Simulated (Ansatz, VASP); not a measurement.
One calculation of Al, two programs

```
Al
1.0
     0.00000    2.04422    2.02398
     2.02398    0.00000    2.02398
     2.02398    2.04422    0.00000
Al
1
Direct
  0.00000 0.00000 0.00000
```

Change from the starting cell: strain +0.0100 x Voigt [0, 1, 0, 0, 0, 0], atoms carried along.

Alike in both runs: task single point; functional PBE; k mesh 20 × 20 × 20; occupations gaussian, width 0.15 eV; no spin polarisation.

|  | VASP | Ansatz |
| --- | --- | --- |
| version | VASP 6.6.1 | Ansatz 0.2.0 |
| potentials or method | VASP PAW PBE potentials, release 64 (Al), cutoff 520 eV | scalar-relativistic, plane waves, PAW |
| valence electrons in the cell | 3 | 3 |

```csv
,VASP,Ansatz,Ansatz less VASP
gap on the k mesh at the Fermi level (eV),none,none,-
pressure (GPa),-1.2,-1.1,+0.04
"traceless stress, the component that is largest in VASP (GPa)",-0.11,-0.11,-0.004
```

A gap of «none» marks a metal or a gap that the smearing closes.
